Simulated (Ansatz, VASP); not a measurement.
Two plane-wave programs on Ga

The input INCAR:

```
PREC = Accurate
ENCUT = 520
EDIFF = 1E-6
ISMEAR = -1
SIGMA = 0.05
LREAL = F
LASPH = T
NELM = 150
ALGO = Fast
ISIF = 2
LWAVE = F
LCHARG = F
MAGMOM = 0 0 0
LORBIT = 11
LSORBIT = T
GGA_COMPAT = F
LORBMOM = T
GGA = PS
NBANDS = 24
```

The input KPOINTS:

```
regular mesh
0
Gamma
  13 13 13
```

Contents of POSCAR:

```
Ga
1.0
   -1.3843987196      1.3843987196      2.3112238365
    1.3843987196     -1.3843987196      2.3112238365
    1.3843987196      1.3843987196     -2.3112238365
Ga
1
Direct
    0.0000000000      0.0000000000      0.0000000000
```

Contents of input.yaml:

```yaml
crystal:
  lattice:
    - [-1.3843987196, 1.3843987196, 2.3112238365]
    - [1.3843987196, -1.3843987196, 2.3112238365]
    - [1.3843987196, 1.3843987196, -2.3112238365]
  atoms:
    - { symbol: Ga, position: [0.0, 0.0, 0.0] }
hamiltonian:
  xc: pbesol
  pseudopotentials: { kind: paw_fr }
magnetization:
  noncollinear: true
  spin_orbit: true
kpoints:
  mp_grid: { grid: [13, 13, 13] }
  band_path:
    path:
      - [[0.0, 0.0, 0.0], [0.0, 0.0, 0.5], [-0.1793941871, 0.1793941871, 0.5], [-0.3396970935, 0.3396970935, 0.3396970935], [0.0, 0.0, 0.0], [0.5, 0.5, -0.5], [0.3396970935, 0.6603029065, -0.3396970935], [0.0, 0.5, 0.0], [0.25, 0.25, 0.25], [0.5, 0.5, -0.1793941871], [0.5, 0.5, -0.5]]
      - [[0.0, 0.0, 0.5], [0.25, 0.25, 0.25]]
    npoints: 14
scf:
  occupations: { method: fermi_dirac, width: 0.05 }
  n_extra_bands: 6
output:
  forces: true
  stress: true
  eigenvalues: true
  fatbands: false
```

Alike in both runs: functional PBEsol; k mesh 13 × 13 × 13; occupations fermi-dirac, width 0.05 eV; non-collinear spin, spin-orbit coupling.

|  | VASP | Ansatz |
| --- | --- | --- |
| version | VASP 6.6.1 | Ansatz 0.2.0 |
| potentials or method | VASP PAW PBE potentials, release 64 (Ga_d) | Ansatz PAW |
| plane-wave cutoff (eV) | 520 | 420 |
| valence electrons in the cell | 13 | 13 |
| task | single point | band structure |

|  | VASP | Ansatz | Ansatz less VASP |
| --- | --- | --- | --- |
| pressure (GPa) | -0.1 | -0.3 | -0.24 |
| traceless stress, the component that is largest in VASP (GPa) | -0.11 | -0.11 | +0.006 |
| net moment per atom (μB) | 0.00 | 0.00 | 0.000 |

VASP's potentials were made for PBE, not for PBEsol.
